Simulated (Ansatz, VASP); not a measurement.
# BAs: VASP beside Ansatz

```xyz
2
Lattice="0.0000 2.3885 2.3168 2.3885 0.0000 2.3168 2.3885 2.3885 0.0000" Properties=species:S:1:pos:R:3 pbc="T T T"
B     0.0000    0.0000    0.0000
As    3.5827    3.5827    3.4753
```

Change from the starting cell: zz strain of -3 %.

Alike in both runs: task single point; functional LDA; k mesh 15 × 15 × 15; occupations fermi-dirac, width 0.03 eV; no spin polarisation.

|  | VASP | Ansatz |
| --- | --- | --- |
| version | VASP 6.6.1 | Ansatz 0.2.0 |
| potentials or method | VASP PAW LDA potentials, release 64 (B, As), cutoff 520 eV | all-electron LAPW, scalar-relativistic |

Ansatz gave:

| Quantity | Value |
| --- | --- |
| pressure (GPa) | 0.3 |
| traceless stress, the component that is largest in VASP (GPa) | 4.15 |

Q: What did VASP give for the same quantities?

A: Pressure (GPa): 1.3; traceless stress, the component that is largest in VASP (GPa): 4.12.

LDA's correlation is that of Perdew and Zunger in VASP and of Perdew and Wang (1992) in Ansatz. Ansatz ran all-electron here, and VASP with PAW potentials.
